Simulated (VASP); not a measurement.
**HgTe (Coloradoite): relaxation of cell and atoms with BLYP**

HgTe (Coloradoite):

```xyz
2
Lattice="0.0000 3.2145 3.2145 3.2145 0.0000 3.2145 3.2145 3.2145 0.0000" Properties=species:S:1:pos:R:3 pbc="T T T"
Hg    0.0000    0.0000    0.0000
Te    4.8217    4.8217    4.8217
```

```yaml
Program: VASP 6.6.1
Task: relaxation of cell and atoms
Functional: BLYP
Potentials_or_basis: VASP PAW PBE potentials, release 64 (Hg, Te)
Cutoff: 600 eV
k_mesh: 7 × 7 × 7
Occupations: fermi-dirac, width 0.05 eV
Spin: no spin polarisation
Dipole_correction: no
Further_INCAR_settings: ALGO = Normal; EDIFF = 1e-06; IBRION = 2; EDIFFG = -0.01; NSW = 60; ISIF = 3
```

```json
{
  "Relaxed volume": "40.18 Å³/atom",
  "Relaxed cell": "a = 4.844 Å, b = 4.844 Å, c = 4.844 Å, α = 60.00°, β = 60.00°, γ = 60.00°",
  "Space group after relaxing (to 0.05 Å)": "F-43m (No. 216)",
  "Energy gained by relaxing": "145.9 meV/atom",
  "Ionic steps": "4",
  "Pressure after relaxing": "0.0 GPa",
  "Band gap on the k mesh": "zero (filled and empty bands touch)"
}
```

Step by step:
| step | energy change (eV) | largest force (eV/Å) | pressure (GPa) | volume (Å³) |
| --- | --- | --- | --- | --- |
| 1 | 0.0000 | 0.0000 | 8.20 | 66.43 |
| 2 | -0.2780 | 0.0000 | -1.08 | 84.15 |
| 3 | -0.2917 | 0.0000 | 0.08 | 80.08 |
| 4 | -0.2918 | 0.0000 | -0.01 | 80.37 |

Final structure:
```yaml
crystal:
  lattice:
    - [0.00000, 3.42518, 3.42518]
    - [3.42518, 0.00000, 3.42518]
    - [3.42518, 3.42518, 0.00000]
  atoms:
    - { symbol: Hg, position: [0.00000, 0.00000, 0.00000] }
    - { symbol: Te, position: [0.75000, 0.75000, 0.75000] }
```

Levels at points of the mesh, in eV from the Fermi level:
```
           k point  band 5  band 6  band 7  band 8  band 9  band 10  band 11  band 12  band 13
(0.00, 0.00, 0.00)   -6.24   -6.24   -1.24   -0.06   -0.06    -0.06     4.44     4.44     4.44
```

Run time: 97 s on 1 thread of Intel(R) Xeon(R) Platinum 8259CL CPU @ 2.50GHz (Skylake/Cascade Lake), with other jobs on the host, peak memory 0.23 GiB.

Caveat: the volume moved by over 15 % at a fixed basis, so the end points are rough; the PAW data sets were made with another functional, which shifts forces and pressure a little; spin-orbit coupling is left out, which moves the levels of the heavy elements; the volume moved by +21 % from the deposited cell, more than functionals usually miss. BLYP gives volumes clearly too large for solids.
